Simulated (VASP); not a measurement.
# CoO (Fm-3m) in VASP: further runs

CoO is run at these levels: PBEsol+U; tasks: single point.

All numbers are computed with VASP 6.6.1; they aren't measurements. Logs are shortened: lines on timing, memory, paths and dates and some standing lists are left out, and cuts for length are marked.

**1. The cell of the first run**

The structure is cubic, space group Fm-3m (No. 225). The conventional cell has a = 4.263 Å, b = 4.263 Å, c = 4.263 Å, α = 90.00°, β = 90.00°, γ = 90.00°. Co (site symmetry m-3m) has 6 O at 2.13 Å within 2.8 Å. O (site symmetry m-3m) has 6 Co at 2.13 Å within 2.8 Å.

**2. Single point, PBEsol+U, collinear spin, ferromagnetic start**

File INCAR:

```
SYSTEM = CoO
PREC = Accurate ; ENCUT = 520
EDIFF = 1E-7 ; ISMEAR = 0
SIGMA = 0.05 ; LREAL = .FALSE.
LASPH = .TRUE. ; NELM = 150
ALGO = Normal ; ISIF = 2
LWAVE = .FALSE. ; LCHARG = .FALSE.
ISPIN = 2 ; MAGMOM = 3 0
LORBIT = 11 ; LMAXMIX = 4
LDAU = .TRUE. ; LDAUTYPE = 2
LDAUL = 2 -1 ; LDAUU = 1 0
LDAUJ = 0 0 ; LDAUPRINT = 1
GGA = PS ; NBANDS = 18
```

File KPOINTS:

```
Automatic mesh
0
G
  8 8 8
  0 0 0
```

File POSCAR:

```
CoO
1.0
    0.0000000000      2.1315016600      2.1315016600
    2.1315016600      0.0000000000      2.1315016600
    2.1315016600      2.1315016600      0.0000000000
Co O
1 1
Direct
    0.0000000000      0.0000000000      0.0000000000
    0.5000000000      0.5000000000      0.5000000000
```

Potentials or basis: VASP PAW PBE potentials, release 64 (Co, O).

Launch:

```
$ cat potpaw_PBE.64/Co/POTCAR potpaw_PBE.64/O/POTCAR > POTCAR
$ mpirun -np 1 vasp_std > vasp.out
```

OUTCAR:

```text
SYSTEM = CoO
   PREC = Accurate
   ENCUT = 520
   EDIFF = 1E-7
   ISMEAR = 0
   LREAL = .FALSE.
   LASPH = .TRUE.
   NELM = 150
   ISIF = 2
   ISPIN = 2
   LORBIT = 11
   GGA = PS

 ion  position               nearest neighbor table
   1  0.000  0.000  0.000-   2 2.13   2 2.13   2 2.13   2 2.13   2 2.13   2 2.13
   2  0.500  0.500  0.500-   1 2.13   1 2.13   1 2.13   1 2.13   1 2.13   1 2.13

  LATTYP: Found a face centered cubic cell.
 ALAT       =     4.2630033200

  Lattice vectors:

 A1 = (   0.0000000000,   2.1315016600,   2.1315016600)
 A2 = (   2.1315016600,   0.0000000000,   2.1315016600)
 A3 = (   2.1315016600,   2.1315016600,   0.0000000000)

Analysis of symmetry for initial positions (statically):
=====================================================================
 Subroutine PRICEL returns:
 Original cell was already a primitive cell.

 Routine SETGRP: Setting up the symmetry group for a
 face centered cubic supercell.

 Subroutine GETGRP returns: Found 48 space group operations
 (whereof 48 operations were pure point group operations)
 out of a pool of 48 trial point group operations.

The static configuration has the point symmetry O_h .

Analysis of symmetry for dynamics (positions and initial velocities):
=====================================================================
 Subroutine PRICEL returns:
 Original cell was already a primitive cell.

 Routine SETGRP: Setting up the symmetry group for a
 face centered cubic supercell.

 Subroutine GETGRP returns: Found 48 space group operations
 (whereof 48 operations were pure point group operations)
 out of a pool of 48 trial point group operations.

The dynamic configuration has the point symmetry O_h .

Analysis of structural, dynamic, and magnetic symmetry:
=====================================================================
 Subroutine PRICEL returns:
 Original cell was already a primitive cell.

 Routine SETGRP: Setting up the symmetry group for a
 face centered cubic supercell.

 Subroutine GETGRP returns: Found 48 space group operations
 (whereof 48 operations were pure point group operations)
 out of a pool of 48 trial point group operations.

The overall configuration has the point symmetry O_h .

 Subroutine INISYM returns: Found 48 space group operations
 (whereof 48 operations are pure point group operations),
 and found     1 'primitive' translations

----------------------------------------------------------------------------------------

                                     Primitive cell

  volume of cell :      19.3681

  direct lattice vectors                    reciprocal lattice vectors
     0.000000000  2.131501660  2.131501660    -0.234576407  0.234576407  0.234576407
     2.131501660  0.000000000  2.131501660     0.234576407 -0.234576407  0.234576407
     2.131501660  2.131501660  0.000000000     0.234576407  0.234576407 -0.234576407

  length of vectors
     3.014398556  3.014398556  3.014398556     0.406298254  0.406298254  0.406298254

  position of ions in fractional coordinates (direct lattice)
     0.000000000  0.000000000  0.000000000
     0.500000000  0.500000000  0.500000000

  ion indices of the primitive-cell ions
   primitive index   ion index
                 1           1
                 2           2

----------------------------------------------------------------------------------------

 KPOINTS: Automatic mesh

Automatic generation of k-mesh.
 Grid dimensions read from file:
 generate k-points for:    8    8    8

 Generating k-lattice:

  Cartesian coordinates                     Fractional coordinates (reciprocal lattice)
    -0.029322051  0.029322051  0.029322051     0.125000000  0.000000000  0.000000000
     0.029322051 -0.029322051  0.029322051     0.000000000  0.125000000  0.000000000
     0.029322051  0.029322051 -0.029322051     0.000000000  0.000000000  0.125000000

  Length of vectors
     0.050787282  0.050787282  0.050787282

  Shift w.r.t. Gamma in fractional coordinates (k-lattice)
     0.000000000  0.000000000  0.000000000

 Subroutine IBZKPT returns following result:
 ===========================================

 Found     29 irreducible k-points:

 Following reciprocal coordinates:
            Coordinates               Weight
  0.000000  0.000000  0.000000      1.000000
  0.125000  0.000000  0.000000      8.000000
  0.250000  0.000000  0.000000      8.000000
  0.375000  0.000000  0.000000      8.000000
  0.500000  0.000000  0.000000      4.000000
  0.125000  0.125000  0.000000      6.000000
[... 16 lines left out ...]
  0.500000  0.250000  0.125000     48.000000
 -0.375000  0.250000  0.125000     24.000000
 [... further k-points ...]
   k-points           NKPTS =     29   k-points in BZ     NKDIM =     29   number of bands    NBANDS=     18
   number of dos      NEDOS =    301   number of ions     NIONS =      2
   total plane-waves  NPLWV =  13824
   dimension x,y,z NGX =    24 NGY =   24 NGZ =   24
   dimension x,y,z NGXF=    48 NGYF=   48 NGZF=   48
   ions per type =               1   1
   NGX,Y,Z   is equivalent  to a cutoff of  13.24, 13.24, 13.24 a.u.
   NGXF,Y,Z  is equivalent  to a cutoff of  26.47, 26.47, 26.47 a.u.
 SYSTEM =  CoO
   PREC   = accura    normal or accurate (medium, high low for compatibility)
   ISTART =      0    job   : 0-new  1-cont  2-samecut
   ICHARG =      2    charge: 1-file 2-atom 10-const
   ISPIN  =      2    spin polarized calculation?
   LNONCOLLINEAR =      F non collinear calculations
   LSORBIT =      F    spin-orbit coupling
   LASPH  =      T    aspherical Exc in radial PAW
   ENCUT  =  520.0 eV  38.22 Ry    6.18 a.u.   5.60  5.60  5.60*2*pi/ulx,y,z
   NELM   =    150;   NELMIN=  2; NELMDL= -5     # of ELM steps
   EDIFF  = 0.1E-06   stopping-criterion for ELM
   LREAL  =      F    real-space projection
   EDIFFG = 0.1E-05   stopping-criterion for IOM
   NSW    =      0    number of steps for IOM
   IBRION =     -1    ionic relax: 0-MD 1-quasi-New 2-CG
   NFREE  =      0    steps in history (QN), initial steepest desc. (CG)
   ISIF   =      2    stress and relaxation
   ISYM   =      2    0-nonsym 1-usesym 2-fastsym
   POTIM  = 0.5000    time-step for ionic-motion
   TEBEG  =    0.0;   TEEND  =   0.0 temperature during run
   PSTRESS=    0.0 pullay stress
   NELECT =      15.0000    total number of electrons
   NUPDOWN=      -1.0000    fix difference up-down
   EMIN   =  10.00;   EMAX   =-10.00  energy-range for DOS
   EFERMI =   0.00;   METHOD = LEGACY
   ISMEAR =     0;   SIGMA  =   0.05  broadening in eV -4-tet -1-fermi 0-gaus
   EFERMI_NEDOS =   21; number of points for ismear=-14 and -15
   IALGO  =     38    algorithm
   IMIX   =      4    mixing-type and parameters
     AMIX     =   0.40;   BMIX     =  1.00
     AMIX_MAG =   1.60;   BMIX_MAG =  1.00
  volume/ion in A,a.u.               =       9.68        65.35
  Fermi-wavevector in a.u.,A,eV,Ry     =   1.503406  2.841025 30.752286  2.260229
  Thomas-Fermi vector in A             =   2.614520
   LORBIT       =     11    0 simple, 1 ext, 2 COOP (PROOUT), +10 PAW based schemes
 LDA+U is selected, type is set to LDAUTYPE =  2
   angular momentum for each species LDAUL =     2   -1
   U (eV)           for each species LDAUU =   1.0  0.0
   J (eV)           for each species LDAUJ =   0.0  0.0
   GGA     = PS    functional components
   LHFCALC =     F    Hartree Fock is set to
   AEXX    =    0.0000 exact exchange contribution
   IVDW    =     0    specifies the selected vdW correction
   LEPSILON=     F    determine dielectric tensor
   LRPA    =     F    only Hartree local field effects (RPA)
 spin polarized calculation
 Gauss-broadening in eV      SIGMA  =   0.05
  energy-cutoff  :      520.00
  volume of cell :       19.37
 maximum number of plane-waves:       544
 NGX is ok and might be reduce to    24
   NGX = 11   NGY = 11   NGZ = 11

atom =   1  type =  1  l = 2

 onsite density matrix

spin component  1

  0.9597 -0.0000  0.0000  0.0000 -0.0000
 -0.0000  0.9597  0.0000  0.0000 -0.0000
  0.0000  0.0000  1.0020  0.0000  0.0000
  0.0000  0.0000  0.0000  0.9597 -0.0000
 -0.0000 -0.0000  0.0000 -0.0000  1.0020

spin component  2

  0.6379  0.0000  0.0000  0.0000  0.0000
  0.0000  0.6379 -0.0000  0.0000  0.0000
  0.0000 -0.0000  0.1804 -0.0000 -0.0000
  0.0000  0.0000 -0.0000  0.6379  0.0000
  0.0000  0.0000 -0.0000  0.0000  0.1804

 occupancies and eigenvectors

  o =  0.1804  v =  0.0000  0.0000  0.0000  0.0000  0.0000  0.0000 -0.0000 -1.0000 -0.0000 -0.0073      0.0000  0.0000  0.0000  0.0000  0.0000  0.0000  0.0000  0.0000  0.0000  0.0000
  o =  0.1804  v =  0.0000  0.0000  0.0000  0.0000  0.0000  0.0000  0.0000  0.0073 -0.0000 -1.0000      0.0000  0.0000  0.0000  0.0000  0.0000  0.0000  0.0000  0.0000  0.0000  0.0000
  o =  0.6379  v =  0.0000  0.0000  0.0000  0.0000  0.0000  0.0000 -0.8176  0.0000 -0.5758 -0.0000      0.0000  0.0000  0.0000  0.0000  0.0000  0.0000  0.0000  0.0000  0.0000  0.0000
  o =  0.6379  v =  0.0000  0.0000  0.0000  0.0000  0.0000  0.0000 -0.5758  0.0000  0.8176 -0.0000      0.0000  0.0000  0.0000  0.0000  0.0000  0.0000  0.0000  0.0000  0.0000  0.0000
  o =  0.6379  v =  0.0000  0.0000  0.0000  0.0000  0.0000  1.0000  0.0000  0.0000  0.0000  0.0000      0.0000  0.0000  0.0000  0.0000  0.0000  0.0000  0.0000  0.0000  0.0000  0.0000
  o =  0.9597  v =  1.0000  0.0000  0.0000  0.0000  0.0000  0.0000  0.0000  0.0000  0.0000  0.0000      0.0000  0.0000  0.0000  0.0000  0.0000  0.0000  0.0000  0.0000  0.0000  0.0000
  o =  0.9597  v =  0.0000  0.0162 -0.0000  0.9999 -0.0000  0.0000  0.0000  0.0000  0.0000  0.0000      0.0000  0.0000  0.0000  0.0000  0.0000  0.0000  0.0000  0.0000  0.0000  0.0000
  o =  0.9597  v =  0.0000 -0.9999 -0.0000  0.0162  0.0000  0.0000  0.0000  0.0000  0.0000  0.0000      0.0000  0.0000  0.0000  0.0000  0.0000  0.0000  0.0000  0.0000  0.0000  0.0000
  o =  1.0020  v =  0.0000 -0.0000  0.0085 -0.0000 -1.0000  0.0000  0.0000  0.0000  0.0000  0.0000      0.0000  0.0000  0.0000  0.0000  0.0000  0.0000  0.0000  0.0000  0.0000  0.0000
  o =  1.0020  v =  0.0000  0.0000 -1.0000 -0.0000 -0.0085  0.0000  0.0000  0.0000  0.0000  0.0000      0.0000  0.0000  0.0000  0.0000  0.0000  0.0000  0.0000  0.0000  0.0000  0.0000

 number of electron      15.0000007 magnetization       2.9993263

 Free energy of the ion-electron system (eV)
  ---------------------------------------------------
  ext. energy  EPLUGINS =         0.00000000
  ---------------------------------------------------
  free energy    TOTEN  =       -13.37838768 eV

  energy without entropy =      -13.37341522  energy(sigma->0) =      -13.37590145

 E-fermi :   7.6404     XC(G=0): -12.6421

 val. band max:        7.6231980104   @ k =  -0.2500   0.2500   0.0000
 cond. band min:       7.6450916900   @ k =   0.5000   0.2500   0.0000
 fundamental gap:      0.0218936796
 Fermi energy:         7.6403599884

 spin component 1

 k-point     1 :       0.0000    0.0000    0.0000
  band No.  band energies     occupation
      1     -12.3498      1.00000
      2       3.8989      1.00000
      3       3.8989      1.00000
      4       4.1367      1.00000
      5       4.1367      1.00000
      6       4.1367      1.00000
[... 10 lines left out ...]
     17      28.9949      0.00000
     18      32.0477      0.00000
[... 463 lines left out ...]
 k-point    24 :      -0.3750    0.2500    0.1250
  band No.  band energies     occupation
      1     -11.0330      1.00000
      2       0.2094      1.00000
      3       1.4732      1.00000
      4       1.6460      1.00000
      5       4.6264      1.00000
      6       4.8615      1.00000
[... 10 lines left out ...]
     17      35.4884      0.00000
     18      36.5508      0.00000

 [... further k-points ...]

 spin component 2

 k-point     1 :       0.0000    0.0000    0.0000
  band No.  band energies     occupation
      1     -11.8170      1.00000
      2       5.2584      1.00000
      3       5.2584      1.00000
      4       5.2584      1.00000
      5       6.5239      1.00000
      6       6.5239      1.00000
[... 10 lines left out ...]
     17      29.9650      0.00000
     18      33.5429      0.00000
[... 463 lines left out ...]
 k-point    24 :      -0.3750    0.2500    0.1250
  band No.  band energies     occupation
      1     -10.4239      1.00000
      2       0.8683      1.00000
      3       2.6735      1.00000
      4       3.2679      1.00000
      5       7.3345      1.00000
      6       7.4095      1.00000
[... 10 lines left out ...]
     17      35.8940      0.00000
     18      37.4356      0.00000

 [... further k-points ...]
[... 5 lines left out ...]
  --------------------------------------------------------------------------------------
  -------------------------------------------------------------------------------------
  Total       -1.3264998     -1.3264998     -1.3264998     -0.0000000     -0.0000000      0.0000000
  in kB     -109.7313535   -109.7313535   -109.7313535     -0.0000000     -0.0000000      0.0000000
  external PRESSURE =    -109.7313535 kB  Pullay stress =       0.0000000 kB

 VOLUME and BASIS-vectors are now :
 -----------------------------------------------------------------------------
  energy-cutoff  :      520.00
  volume of cell :       19.37
      direct lattice vectors                 reciprocal lattice vectors
     0.000000000  2.131501660  2.131501660    -0.234576407  0.234576407  0.234576407
     2.131501660  0.000000000  2.131501660     0.234576407 -0.234576407  0.234576407
     2.131501660  2.131501660  0.000000000     0.234576407  0.234576407 -0.234576407

 POSITION                                       TOTAL-FORCE (eV/Angst)
 -----------------------------------------------------------------------------------
      0.00000      0.00000      0.00000         0.000000     -0.000000      0.000000
      2.13150      2.13150      2.13150         0.000000      0.000000      0.000000
 -----------------------------------------------------------------------------------
    total drift:                                0.000000     -0.000000     -0.000000

  FREE ENERGIE OF THE ION-ELECTRON SYSTEM (eV)
  ---------------------------------------------------
  free  energy   TOTEN  =       -13.3783876760 eV

  energy  without entropy=      -13.3734152182  energy(sigma->0) =      -13.37590145

 total charge

# of ion       s       p       d       tot
------------------------------------------
    1        0.299   0.362   7.134   7.795
    2        1.549   3.409   0.000   4.958
--------------------------------------------------
tot          1.847   3.771   7.134  12.752

 magnetization (x)

# of ion       s       p       d       tot
------------------------------------------
    1        0.020   0.017   2.609   2.646
    2        0.028   0.283   0.000   0.311
--------------------------------------------------
tot          0.047   0.300   2.609   2.957
```

It took 33 s on 1 thread of Intel Xeon Platinum 8375C at 2.90GHz (Ice Lake), shared host; peak memory 0.15 GiB.

What came out:

```
Free energy                                           : -13.3784 eV
Pressure                                              : -11.0 GPa
Band gap on the k mesh                                : zero (filled and empty bands overlap)
Net moment                                            : 3.00 μB per cell
Site moments                                          : Co +2.65; O +0.31 μB
Valence electrons inside the program's atomic spheres : Co 7.79; O 4.96
```

Levels at points of the mesh, in eV from the Fermi level:
Spin up:
| k point | band 7 | band 8 | band 9 | band 10 | band 11 | band 12 |
| --- | --- | --- | --- | --- | --- | --- |
| (0.00, 0.00, 0.00) | -2.99 | -2.99 | -2.99 | 1.00 | 16.73 | 17.78 |
| (0.50, 0.00, 0.00) | -2.16 | -0.07 | -0.07 | 5.01 | 9.33 | 13.34 |
| (0.50, 0.50, 0.00) | -2.86 | -2.52 | -2.52 | 5.80 | 9.81 | 11.36 |
Spin down:
| k point | band 2 | band 3 | band 4 | band 5 | band 6 | band 7 | band 8 | band 9 | band 10 | band 11 |
| --- | --- | --- | --- | --- | --- | --- | --- | --- | --- | --- |
| (0.00, 0.00, 0.00) | -2.38 | -2.38 | -2.38 | -1.12 | -1.12 | -1.12 | 0.33 | 0.33 | 1.56 | 16.65 |
| (0.50, 0.00, 0.00) | -7.50 | -4.42 | -4.42 | -0.12 | -0.12 | 0.19 | 2.95 | 2.95 | 5.31 | 10.16 |
| (0.50, 0.50, 0.00) | -6.28 | -3.66 | -3.66 | -2.25 | 0.12 | 0.12 | 0.81 | 1.27 | 6.67 | 10.30 |

Eigenvalues of the final occupation matrices:
| site | spin | trace | eigenvalues |
| --- | --- | --- | --- |
| site 1 d | 1 | 4.88 | 0.96 0.96 0.96 1.00 1.00 |
| site 1 d | 2 | 2.27 | 0.18 0.18 0.64 0.64 0.64 |

Caveat: the PAW data sets were made with another functional, which shifts forces and pressure a little; a cell with one magnetic atom can't hold antiferromagnetic order, which such compounds often take. The state reached can hang on the start; a lower one may exist.

**3. Single point, PBEsol+U, collinear spin, ferromagnetic start**

File INCAR:

```
PREC     = Accurate       # precision mode
ENCUT    = 520            # plane-wave cutoff, eV
EDIFF    = 1E-6           # SCF threshold, eV
ISMEAR   = 0              # smearing method
SIGMA    = 0.05           # smearing width, eV
LREAL    = F              # projectors in reciprocal space
LASPH    = T              # aspherical terms in the spheres
NELM     = 150            # most SCF steps
ALGO     = Normal         # electronic algorithm
ISIF     = 2              # what is computed and relaxed
LWAVE    = F              # write WAVECAR
LCHARG   = T              # write CHGCAR
ISPIN    = 2              # spin polarisation
MAGMOM   = 2.78 0.35      # initial moments
LORBIT   = 11             # projections on sites
LMAXMIX  = 4              # l up to which the mixer works
LDAU     = T              # DFT+U
LDAUTYPE = 2            
LDAUL    = 2 -1           # shell
LDAUU    = 1 0            # U, eV
LDAUJ    = 0 0          
LDAUPRINT= 1            
GGA      = PS             # functional
LELF     = T              # ELF
LVHAR    = T            
NBANDS   = 18             # bands
```

File KPOINTS:

```
regular mesh
0
Gamma
  8 8 8
```

POSCAR is that of step 2.

Potentials or basis: VASP PAW PBE potentials, release 64 (Co, O).

Launch:

```
$ cat potpaw_PBE.64/Co/POTCAR potpaw_PBE.64/O/POTCAR > POTCAR
$ mpirun -np 1 vasp_std > vasp.out
```

Run time: 35 s. Hardware: 1 thread of Intel Xeon Platinum 8375C at 2.90GHz (Ice Lake), shared host; peak memory 0.15 GiB.

The run converged. Its results:

```yaml
Free_energy: -13.3784 eV
Pressure: -11.3 GPa
Band_gap_on_the_k_mesh: zero (filled and empty bands overlap)
Net_moment: 3.00 μB per cell
Site_moments: Co +2.65; O +0.31 μB
Valence_electrons_inside_the_program's_atomic_spheres: Co 7.79; O 4.96
```

Levels at points of the mesh, in eV from the Fermi level:
Spin up:
```
           k point  band 7  band 8  band 9  band 10  band 11  band 12
(0.00, 0.00, 0.00)   -2.99   -2.99   -2.99     1.00    16.73    17.78
(0.50, 0.00, 0.00)   -2.16   -0.07   -0.07     5.01     9.33    13.34
(0.50, 0.50, 0.00)   -2.86   -2.52   -2.52     5.80     9.81    11.36
```
Spin down:
```
           k point  band 3  band 4  band 5  band 6  band 7  band 8  band 9  band 10
(0.00, 0.00, 0.00)   -2.39   -2.39   -1.12   -1.12   -1.12    0.33    0.33     1.55
(0.50, 0.00, 0.00)   -4.43   -4.43   -0.12   -0.12    0.19    2.95    2.95     5.31
(0.50, 0.50, 0.00)   -3.66   -3.66   -2.25    0.12    0.12    0.81    1.27     6.67
```

Eigenvalues of the final occupation matrices:
| site | spin | trace | eigenvalues |
| --- | --- | --- | --- |
| site 1 d | 1 | 4.88 | 0.96 0.96 0.96 1.00 1.00 |
| site 1 d | 2 | 2.27 | 0.18 0.18 0.64 0.64 0.64 |

Caveat: the PAW data sets were made with another functional, which shifts forces and pressure a little; a cell with one magnetic atom can't hold antiferromagnetic order, which such compounds often take.

(Continued in part 2 of 2.)
